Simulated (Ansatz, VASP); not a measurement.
This is a calculation of CdTe for Ansatz 0.2.0.

Contents of input.yaml:

```yaml
crystal:
  lattice:
    - [0.0, 3.2678590959, 3.2678590959]
    - [3.2678590959, 0.0, 3.2678590959]
    - [3.2678590959, 3.2678590959, 0.0]
  atoms:
    - { symbol: Te, position: [0.75, 0.75, 0.75] }
    - { symbol: Cd, position: [0.0, 0.0, 0.0] }
kpoints:
  mp_grid: { grid: [7, 7, 7] }
scf:
  occupations: { method: tetrahedron }
hamiltonian:
  xc: { exchange: pbesol, correlation: pbe }
  pseudopotentials: { kind: all_electron, lapw: { basis_error: 0.001 } }
output:
  forces: true
  stress: true
  eigenvalues: true
```

Potentials or basis: all-electron LAPW, scalar-relativistic.

Command:

```bash
$ ansatz run input.yaml --threads 1 --pin off --max-ram 2560MiB --backend cpu --events-out ev --progress --plain --runs-dir out
```

**Question.** Set up the same calculation for VASP 6.6.1. Potentials there: VASP PAW PBE potentials, release 64 (Te, Cd).

**Answer.** As run (the cutoff follows the program's own potentials):

File INCAR:

```
PREC = Accurate
ENCUT = 500
EDIFF = 1E-6
ISMEAR = -5
SIGMA = 0.05
LREAL = False
LASPH = True
NELM = 120
ALGO = Normal
ISIF = 2
LWAVE = False
LCHARG = True
GGA = LIBXC
LIBXC1 = GGA_X_PBE_SOL
LIBXC2 = GGA_C_PBE
LELF = True
LVHAR = True
NBANDS = 16
GGA_COMPAT = False
```

The input KPOINTS:

```
regular mesh
0
Gamma
  7 7 7
```

POSCAR

```
CdTe
1.0
    0.0000000000      3.2678590959      3.2678590959
    3.2678590959      0.0000000000      3.2678590959
    3.2678590959      3.2678590959      0.0000000000
Te Cd
1 1
Direct
    0.7500000000      0.7500000000      0.7500000000
    0.0000000000      0.0000000000      0.0000000000
```

Potentials or basis: VASP PAW PBE potentials, release 64 (Te, Cd).

Command:

```sh
$ cat potpaw_PBE.64/Te/POTCAR potpaw_PBE.64/Cd/POTCAR > POTCAR
$ mpirun -np 1 vasp_std > vasp.out
```

Both were run:

|  | VASP | Ansatz | Ansatz less VASP |
| --- | --- | --- | --- |
| gap on the k mesh at the Fermi level (eV) | 0.63 | 0.63 | 0.000 |
| least direct gap on the mesh (eV) | 0.63 | 0.63 | 0.000 |
| pressure (GPa) | -1.0 | -1.2 | -0.14 |

VASP's potentials were made for PBE, not for pbesol exchange, pbe correlation. Ansatz ran all-electron here, and VASP with PAW potentials.

Neither program's run includes spin-orbit coupling.
